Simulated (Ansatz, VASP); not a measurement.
One calculation of Ge, two programs

File INCAR:

```
PREC = Accurate ; ENCUT = 520
EDIFF = 1E-6 ; ISMEAR = 0
SIGMA = 0.15 ; LREAL = False
LASPH = True ; NELM = 60
ALGO = Normal ; ISIF = 2
LWAVE = False ; LCHARG = True
LELF = True ; LVHAR = True
NBANDS = 21
```

File KPOINTS:

```
regular mesh
0
Gamma
  16 16 16
```

File POSCAR:

```
Ge
1.0
    0.0000000000      2.8027983229      2.9779732180
    2.8027983229      0.0000000000      2.9779732180
    2.8027983229      2.8027983229      0.0000000000
Ge
2
Direct
    0.5000000000      0.5000000000      0.5000000000
    0.7500000000      0.7500000000      0.7500000000
```

Input for Ansatz:

```yaml
crystal:
  lattice:
    - [0.0, 2.8027983229, 2.977973218]
    - [2.8027983229, 0.0, 2.977973218]
    - [2.8027983229, 2.8027983229, 0.0]
  atoms:
    - { symbol: Ge, position: [0.5, 0.5, 0.5] }
    - { symbol: Ge, position: [0.75, 0.75, 0.75] }
basis:
  ecutwfc: 420
kpoints:
  mp_grid: { grid: [16, 16, 16] }
hamiltonian:
  xc: lda
scf:
  occupations: { method: gaussian, width: 0.15 }
output:
  forces: true
  stress: true
  eigenvalues: true
```

Alike in both runs: task single point; functional LDA; k mesh 16 × 16 × 16; occupations gaussian, width 0.15 eV; no spin polarisation.

|  | VASP | Ansatz |
| --- | --- | --- |
| version | VASP 6.6.1 | Ansatz 0.2.0 |
| potentials or method | VASP PAW LDA potentials, release 64 (Ge_d), cutoff 520 eV | scalar-relativistic, plane waves, PAW |
| valence electrons in the cell | 28 | 28 |

|  | VASP | Ansatz | Ansatz less VASP |
| --- | --- | --- | --- |
| gap on the k mesh at the Fermi level (eV) | none | none | - |
| pressure (GPa) | -3.1 | -3.2 | -0.12 |
| traceless stress, the component that is largest in VASP (GPa) | -3.10 | -3.09 | +0.011 |

LDA's correlation is that of Perdew and Zunger in VASP and of Perdew and Wang (1992) in Ansatz. A gap of «none» marks a metal or a gap that the smearing closes.
